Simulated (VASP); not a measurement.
**O2: single point with LDA**

System: O2, in a box.

```
O
1.0
     9.00000    0.00000    0.00000
     0.00000    9.50000    0.00000
     0.00000    0.00000   10.00000
O
2
Cartesian
  4.5000 4.7500 4.4001
  4.5000 4.7500 5.5999
```

| Quantity | Value |
| --- | --- |
| Program | VASP 6.6.1 |
| Task | single point |
| Functional | LDA |
| Potentials or basis | VASP PAW LDA potentials, release 64 (O_h) |
| Cutoff | 1000 eV |
| k mesh | 1 × 1 × 1 |
| Occupations | gaussian, width 0.05 eV |
| Spin | collinear spin, ferromagnetic start |
| Starting moments | [1.0, 1.0] μB |

* Largest force: 0.451 eV/Å
* Gap between the frontier levels: 1.97 eV
* Net moment: 2.00 μB per cell
* Site moments: O +0.62 μB
* Valence electrons inside the program's atomic spheres: O 3.31

Forces in eV/Å, atoms in the order of the input:
```
O    0.000  0.000 -0.451
O    0.000  0.000  0.451
```

Levels at points of the mesh, in eV from the valence-band top:
Spin up:
| k point | band 3 | band 4 | band 5 | band 6 | band 7 | band 8 | band 9 | band 10 | band 11 | band 12 |
| --- | --- | --- | --- | --- | --- | --- | --- | --- | --- | --- |
| (0.00, 0.00, 0.00) | -7.03 | -6.97 | -6.97 | 0.00 | 0.00 | 6.42 | 7.68 | 7.94 | 7.99 | 8.15 |
Spin down:
```
           k point  band 3  band 4  band 5  band 6  band 7  band 8
(0.00, 0.00, 0.00)   -5.93   -5.32   -5.32    1.97    1.97    6.47
```

It took 2.2 min on 1 thread of AMD EPYC 9R45 96-Core Processor (Zen 5) (shared host), peak memory 1.2 GiB.
